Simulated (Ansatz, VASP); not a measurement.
## One calculation of Na2H, two programs

```xyz
3
Lattice="0.0000 2.6312 3.1647 2.3830 0.0000 3.1647 2.3830 2.6312 0.0000" Properties=species:S:1:pos:R:3 pbc="T T T"
Na    4.6862    3.9468    4.7471
Na    2.4627    3.9468    4.7471
H     0.0000    0.0000    0.0000
```

Alike in both runs: task single point; functional PBE; k mesh 6 × 6 × 6; occupations gaussian, width 0.1 eV; no spin polarisation.

|  | VASP | Ansatz |
| --- | --- | --- |
| version | VASP 6.6.1 | Ansatz 0.2.0 |
| potentials or method | VASP PAW PBE potentials, release 64 (Na_pv, H), cutoff 520 eV | scalar-relativistic, plane waves, PAW |
| valence electrons in the cell | 15 | 19 |

VASP gave:

* gap on the k mesh at the Fermi level (eV): none
* pressure (GPa): 18.7
* traceless stress, the component that is largest in VASP (GPa): -11.47
* rms of the force components (eV/Å): 0.293

Question: Estimate Ansatz's values.

Answer: gap on the k mesh at the Fermi level (eV): none; pressure (GPa): 18.6; traceless stress, the component that is largest in VASP (GPa): -11.49; rms of the force components (eV/Å): 0.292.

Atom by atom the forces differ by 0.001 eV/Å (rms over components). A gap of «none» marks a metal or a gap that the smearing closes. VASP's potentials hold 15 valence electrons a cell and Ansatz's 19, so a difference there can come from the potentials and not from the codes.
